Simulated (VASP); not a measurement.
Wanted: the native input for a VASP 6.6.1 run.

- Task: single point
- Functional: PBEsol
- Dispersion: D3(BJ)
- Potentials or basis: VASP PAW PBE potentials, release 64 (Ge_d)
- Cutoff: 500 eV
- k mesh: 14 × 14 × 13
- Occupations: fermi-dirac, width 0.1 eV
- Spin: no spin polarisation
- Dipole correction: no
- Further INCAR settings: ALGO = Normal; EDIFF = 1e-06; NBANDS = 13

The structure of Ge lies in POSCAR:

```
Ge
1.0
    1.3321361000     -2.5655872750     -0.0300841750
    1.4621619000      2.6354447250      0.0999416250
    0.0674557750      0.0674557750      2.6982310000
Ge
1
Direct
    0.5000000000      0.5000000000      0.0000000000
```

The input as run:

INCAR

```
SYSTEM = Ge
PREC = Accurate ; ENCUT = 500
EDIFF = 1E-6 ; ISMEAR = -1
SIGMA = 0.1 ; LREAL = .FALSE.
LASPH = .TRUE. ; NELM = 120
ALGO = Normal ; ISIF = 2
LWAVE = .FALSE. ; LCHARG = .TRUE.
GGA = PS ; IVDW = 12
LELF = .TRUE. ; LVHAR = .TRUE.
NBANDS = 13 ; GGA_COMPAT = .FALSE.
```

KPOINTS

```
regular mesh
0
G
  14 14 13
  0 0 0
```

Potentials or basis: VASP PAW PBE potentials, release 64 (Ge_d).

Command:

```bash
$ cat potpaw_PBE.64/Ge_d/POTCAR > POTCAR
$ mpirun -np 1 vasp_std > vasp.out
```

It gave:

| Item | Value |
| --- | --- |
| Pressure | -6.7 GPa |
| Band gap on the k mesh | zero (bands 7 and 8 overlap by 9.38 eV) |
| Dispersion energy per atom | -0.314 eV |

Caveat: three body term missing; the cell stands under tension; the PAW data sets were made with another functional, which shifts forces and pressure a little.

Run time: 2.3 min on 1 thread of Intel(R) Xeon(R) Platinum 8375C CPU @ 2.90GHz (Ice Lake), on a shared host, peak memory 0.37 GiB.
